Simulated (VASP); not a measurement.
# Ru (P6_3/mmc) in VASP: further runs

The runs below take Ru through single point, with PBE.

All numbers are computed with VASP 6.6.1; they aren't measurements. Logs are shortened: lines on timing, memory, paths and dates and some standing lists are left out, and cuts for length are marked.

**1. The cell of the first run**

Symmetry: P6_3/mmc, No. 194, hexagonal system. Conventional cell: a = 2.788 Å, b = 2.788 Å, c = 4.189 Å, α = 90.00°, β = 90.00°, γ = 120.00°. Ru (site symmetry -6m2) has 12 Ru at 2.64 to 2.79 Å within 3.5 Å.

**2. Single point, PBE (strain +0.025 along x and y, -0.025 along z)**

INCAR

```
  PREC = Accurate
  ENCUT = 520
  EDIFF = 1E-6
  ISMEAR = 0
  SIGMA = 0.15
  LREAL = F
  LASPH = T
  NELM = 80
  ALGO = Fast
  ISIF = 2
  LWAVE = F
  LCHARG = T
  GGA = PE
  LELF = T
  LVHAR = T
  NBANDS = 21
```

KPOINTS

```
regular mesh
0
Gamma
  24 24 14
```

POSCAR

```
Ru
1.0
    2.7880257181      0.0000000000      0.0000000000
   -1.3940128590      2.4145010983      0.0000000000
    0.0000000000      0.0000000000      4.1893502591
Ru
2
Direct
    0.3333333333      0.6666666667      0.2500000000
    0.6666666667      0.3333333333      0.7500000000
```

Potentials or basis: VASP PAW PBE potentials, release 64 (Ru_pv).

Launch:

```
$ cat potpaw_PBE.64/Ru_pv/POTCAR > POTCAR
$ mpirun -np 1 vasp_std > vasp.out
```

OUTCAR:

```text
PREC = Accurate
   ENCUT = 520
   EDIFF = 1E-6
   ISMEAR = 0
   LREAL = F
   LASPH = T
   NELM = 80
   ISIF = 2
   GGA = PE

 ion  position               nearest neighbor table
   1  0.333  0.667  0.250-   2 2.64   2 2.64   2 2.64   2 2.64   2 2.64   2 2.64
   2  0.667  0.333  0.750-   1 2.64   1 2.64   1 2.64   1 2.64   1 2.64   1 2.64

  LATTYP: Found a hexagonal cell.
 ALAT       =     2.7880257181
 C/A-ratio  =     1.5026225303

  Lattice vectors:

 A1 = (   2.7880257181,   0.0000000000,   0.0000000000)
 A2 = (  -1.3940128590,   2.4145010983,   0.0000000000)
 A3 = (   0.0000000000,   0.0000000000,   4.1893502591)

Analysis of symmetry for initial positions (statically):
=====================================================================
 Subroutine PRICEL returns:
 Original cell was already a primitive cell.

 Routine SETGRP: Setting up the symmetry group for a
 hexagonal supercell.

 Subroutine GETGRP returns: Found 24 space group operations
 (whereof 12 operations were pure point group operations)
 out of a pool of 24 trial point group operations.

The static configuration has the point symmetry D_3d.
 The point group associated with its full space group is D_6h.

Analysis of symmetry for dynamics (positions and initial velocities):
=====================================================================
 Subroutine PRICEL returns:
 Original cell was already a primitive cell.

 Routine SETGRP: Setting up the symmetry group for a
 hexagonal supercell.

 Subroutine GETGRP returns: Found 24 space group operations
 (whereof 12 operations were pure point group operations)
 out of a pool of 24 trial point group operations.

The dynamic configuration has the point symmetry D_3d.
 The point group associated with its full space group is D_6h.

 Subroutine INISYM returns: Found 24 space group operations
 (whereof 12 operations are pure point group operations),
 and found     1 'primitive' translations

----------------------------------------------------------------------------------------

                                     Primitive cell

  volume of cell :      28.2014

  direct lattice vectors                    reciprocal lattice vectors
     2.788025718  0.000000000  0.000000000     0.358676749  0.207082117  0.000000000
    -1.394012859  2.414501098  0.000000000     0.000000000  0.414164235  0.000000000
     0.000000000  0.000000000  4.189350259     0.000000000  0.000000000  0.238700500

  length of vectors
     2.788025718  2.788025718  4.189350259     0.414164235  0.414164235  0.238700500

  position of ions in fractional coordinates (direct lattice)
     0.333333333  0.666666667  0.250000000
     0.666666667  0.333333333  0.750000000

  ion indices of the primitive-cell ions
   primitive index   ion index
                 1           1
                 2           2

----------------------------------------------------------------------------------------

 KPOINTS: regular mesh

Automatic generation of k-mesh.
 Grid dimensions read from file:
 generate k-points for:   24   24   14

 Generating k-lattice:

  Cartesian coordinates                     Fractional coordinates (reciprocal lattice)
     0.014944865  0.008628422  0.000000000     0.041666667  0.000000000  0.000000000
     0.000000000  0.017256843  0.000000000     0.000000000  0.041666667  0.000000000
     0.000000000  0.000000000  0.017050036     0.000000000  0.000000000  0.071428571

  Length of vectors
     0.017256843  0.017256843  0.017050036

  Shift w.r.t. Gamma in fractional coordinates (k-lattice)
     0.000000000  0.000000000  0.000000000

 Subroutine IBZKPT returns following result:
 ===========================================

 Found    488 irreducible k-points:

 Following reciprocal coordinates:
            Coordinates               Weight
  0.000000  0.000000  0.000000      1.000000
  0.041667 -0.000000  0.000000      6.000000
  0.083333 -0.000000  0.000000      6.000000
  0.125000 -0.000000  0.000000      6.000000
  0.166667 -0.000000  0.000000      6.000000
  0.208333 -0.000000  0.000000      6.000000
[... 16 lines left out ...]
  0.416667  0.041667  0.000000     12.000000
  0.458333  0.041667  0.000000     12.000000
 [... further k-points ...]
   k-points           NKPTS =    488   k-points in BZ     NKDIM =    488   number of bands    NBANDS=     21
   number of dos      NEDOS =    301   number of ions     NIONS =      2
   total plane-waves  NPLWV =  18432
   dimension x,y,z NGX =    24 NGY =   24 NGZ =   32
   dimension x,y,z NGXF=    48 NGYF=   48 NGZF=   64
   ions per type =               2
   NGX,Y,Z   is equivalent  to a cutoff of  14.31, 14.31, 12.70 a.u.
   NGXF,Y,Z  is equivalent  to a cutoff of  28.62, 28.62, 25.40 a.u.
 SYSTEM =  unknown system
   PREC   = accura    normal or accurate (medium, high low for compatibility)
   ISTART =      0    job   : 0-new  1-cont  2-samecut
   ICHARG =      2    charge: 1-file 2-atom 10-const
   ISPIN  =      1    spin polarized calculation?
   LNONCOLLINEAR =      F non collinear calculations
   LSORBIT =      F    spin-orbit coupling
   LASPH  =      T    aspherical Exc in radial PAW
   ENCUT  =  520.0 eV  38.22 Ry    6.18 a.u.   5.18  5.18  7.79*2*pi/ulx,y,z
   NELM   =     80;   NELMIN=  2; NELMDL= -5     # of ELM steps
   EDIFF  = 0.1E-05   stopping-criterion for ELM
   LREAL  =      F    real-space projection
   EDIFFG = 0.1E-04   stopping-criterion for IOM
   NSW    =      0    number of steps for IOM
   IBRION =     -1    ionic relax: 0-MD 1-quasi-New 2-CG
   NFREE  =      0    steps in history (QN), initial steepest desc. (CG)
   ISIF   =      2    stress and relaxation
   ISYM   =      2    0-nonsym 1-usesym 2-fastsym
   POTIM  = 0.5000    time-step for ionic-motion
   TEBEG  =    0.0;   TEEND  =   0.0 temperature during run
   PSTRESS=    0.0 pullay stress
   NELECT =      28.0000    total number of electrons
   NUPDOWN=      -1.0000    fix difference up-down
   EMIN   =  10.00;   EMAX   =-10.00  energy-range for DOS
   EFERMI =   0.00;   METHOD = LEGACY
   ISMEAR =     0;   SIGMA  =   0.15  broadening in eV -4-tet -1-fermi 0-gaus
   EFERMI_NEDOS =   21; number of points for ismear=-14 and -15
   IALGO  =     68    algorithm
   IMIX   =      4    mixing-type and parameters
     AMIX     =   0.40;   BMIX     =  1.00
     AMIX_MAG =   1.60;   BMIX_MAG =  1.00
  volume/ion in A,a.u.               =      14.10        95.16
  Fermi-wavevector in a.u.,A,eV,Ry     =   1.633192  3.086285 36.291035  2.667316
  Thomas-Fermi vector in A             =   2.725038
   LORBIT       =      0    0 simple, 1 ext, 2 COOP (PROOUT), +10 PAW based schemes
   GGA     = PE    functional components
   LHFCALC =     F    Hartree Fock is set to
   AEXX    =    0.0000 exact exchange contribution
   IVDW    =     0    specifies the selected vdW correction
   LEPSILON=     F    determine dielectric tensor
   LRPA    =     F    only Hartree local field effects (RPA)
 non-spin polarized calculation
 RMM-DIIS sequential band-by-band and
 Gauss-broadening in eV      SIGMA  =   0.15
  energy-cutoff  :      520.00
  volume of cell :       28.20
 maximum number of plane-waves:       772
 NGX is ok and might be reduce to    24
   NGX = 11   NGY = 11   NGZ = 15

 number of electron      27.9999990 magnetization

 Free energy of the ion-electron system (eV)
  ---------------------------------------------------
  ext. energy  EPLUGINS =         0.00000000
  ---------------------------------------------------
  free energy    TOTEN  =       -18.40929921 eV

  energy without entropy =      -18.38950906  energy(sigma->0) =      -18.39940414

 E-fermi :  12.1841     XC(G=0): -13.8806

 val. band max:       12.1814767042   @ k =   0.1667   0.1250   0.2143
 cond. band min:      12.1864132550   @ k =   0.3750  -0.0000   0.2857
 fundamental gap:      0.0049365508
 Fermi energy:        12.1840525295

 k-point     1 :       0.0000    0.0000    0.0000
  band No.  band energies     occupation
      1     -31.4163      2.00000
      2     -30.5859      2.00000
      3     -30.5859      2.00000
      4     -30.3890      2.00000
      5     -30.3890      2.00000
      6     -30.2971      2.00000
[... 13 lines left out ...]
     20      22.6355      0.00000
     21      22.7673      0.00000

 k-point     2 :       0.0417   -0.0000    0.0000
  band No.  band energies     occupation
      1     -31.4110      2.00000
      2     -30.5951      2.00000
      3     -30.5895      2.00000
      4     -30.3990      2.00000
      5     -30.3899      2.00000
      6     -30.3003      2.00000
[... 13 lines left out ...]
     20      22.6354      0.00000
     21      22.7616      0.00000

 k-point     3 :       0.0833   -0.0000    0.0000
  band No.  band energies     occupation
      1     -31.3951      2.00000
      2     -30.6223      2.00000
      3     -30.5999      2.00000
      4     -30.4281      2.00000
      5     -30.3927      2.00000
      6     -30.3097      2.00000
[... 13 lines left out ...]
     20      22.6354      0.00000
     21      22.7439      0.00000

 k-point     4 :       0.1250   -0.0000    0.0000
  band No.  band energies     occupation
      1     -31.3691      2.00000
      2     -30.6657      2.00000
      3     -30.6162      2.00000
      4     -30.4740      2.00000
      5     -30.3975      2.00000
      6     -30.3254      2.00000
[... 13 lines left out ...]
     20      22.6354      0.00000
     21      22.7152      0.00000

 k-point     5 :       0.1667   -0.0000    0.0000
  band No.  band energies     occupation
      1     -31.3339      2.00000
      2     -30.7223      2.00000
      3     -30.6369      2.00000
      4     -30.5330      2.00000
      5     -30.4041      2.00000
      6     -30.3472      2.00000
[... 13 lines left out ...]
     20      22.6354      0.00000
     21      22.6842      0.00000
[... 382 lines left out ...]
     20      22.7649      0.00000
     21      25.7496      0.00000

 k-point    22 :       0.3750    0.0417    0.0000
  band No.  band energies     occupation
      1     -31.0776      2.00000
      2     -31.0450      2.00000
      3     -30.8825      2.00000
      4     -30.7598      2.00000
      5     -30.5512      2.00000
      6     -30.4588      2.00000
[... 13 lines left out ...]
     20      23.1414      0.00000
     21      25.0172      0.00000

 k-point    23 :       0.4167    0.0417    0.0000
  band No.  band energies     occupation
      1     -31.1137      2.00000
      2     -31.0008      2.00000
      3     -30.9135      2.00000
      4     -30.7731      2.00000
      5     -30.5870      2.00000
      6     -30.4643      2.00000
[... 13 lines left out ...]
     20      23.8597      0.00000
     21      24.4711      0.00000

 k-point    24 :       0.4583    0.0417    0.0000
  band No.  band energies     occupation
      1     -31.1323      2.00000
      2     -30.9744      2.00000
      3     -30.9296      2.00000
      4     -30.7799      2.00000
      5     -30.6089      2.00000
      6     -30.4672      2.00000
[... 13 lines left out ...]
     20      24.1787      0.00000
     21      24.2922      0.00000

 [... further k-points ...]

------------------------ aborting loop because EDIFF is reached ----------------------------------------

  FORCE on cell =-STRESS in cart. coord.  units (eV):
  Direction    XX          YY          ZZ          XY          YZ          ZX
  --------------------------------------------------------------------------------------
  -------------------------------------------------------------------------------------
  Total       -2.1056886     -2.1056886      1.1909039     -0.0000000      0.0000000      0.0000000
  in kB     -119.6282829   -119.6282829     67.6575800     -0.0000000      0.0000000      0.0000000
  external PRESSURE =     -57.1996619 kB  Pullay stress =       0.0000000 kB

 VOLUME and BASIS-vectors are now :
 -----------------------------------------------------------------------------
  energy-cutoff  :      520.00
  volume of cell :       28.20
      direct lattice vectors                 reciprocal lattice vectors
     2.788025718  0.000000000  0.000000000     0.358676749  0.207082117  0.000000000
    -1.394012859  2.414501098  0.000000000     0.000000000  0.414164235  0.000000000
     0.000000000  0.000000000  4.189350259     0.000000000  0.000000000  0.238700500

 POSITION                                       TOTAL-FORCE (eV/Angst)
 -----------------------------------------------------------------------------------
     -0.00000      1.60967      1.04734         0.000000     -0.000000      0.000000
      1.39401      0.80483      3.14201         0.000000      0.000000      0.000000
 -----------------------------------------------------------------------------------
    total drift:                               -0.000000      0.000000     -0.000000

  FREE ENERGIE OF THE ION-ELECTRON SYSTEM (eV)
  ---------------------------------------------------
  free  energy   TOTEN  =       -18.4092992114 eV

  energy  without entropy=      -18.3895090613  energy(sigma->0) =      -18.39940414
```

Wall time 1.7 min (1 thread of Intel Xeon 6975P-C (Granite Rapids), shared host); peak memory 0.32 GiB.

What came out:

| Property | Result |
| --- | --- |
| Free energy | -18.4093 eV |
| Pressure | -5.7 GPa |
| Band gap on the k mesh | zero (bands 14 and 15 overlap by 3.00 eV) |

Stress tensor (GPa, compression positive):
```
-11.96   0.00   0.00
  0.00 -11.96   0.00
  0.00   0.00   6.77
```

Levels at points of the mesh, in eV from the Fermi level:
| k point | band 12 | band 13 | band 14 | band 15 | band 16 | band 17 |
| --- | --- | --- | --- | --- | --- | --- |
| (0.00, 0.00, 0.00) | -1.77 | -1.77 | -1.71 | -1.71 | 1.09 | 1.09 |
| (0.50, 0.00, 0.00) | -1.70 | -1.19 | 1.01 | 1.52 | 1.98 | 3.70 |
| (0.00, 0.00, 0.50) | -2.82 | -2.34 | -2.34 | 0.55 | 0.55 | 0.55 |
| (0.50, 0.00, 0.50) | -1.21 | 0.37 | 0.37 | 1.34 | 1.34 | 3.18 |

Caveat: the cell differs from its parent crystal (strain +0.025 along x and y, -0.025 along z); the cell stands under tension.

(Part 1 of 2 ends here.)
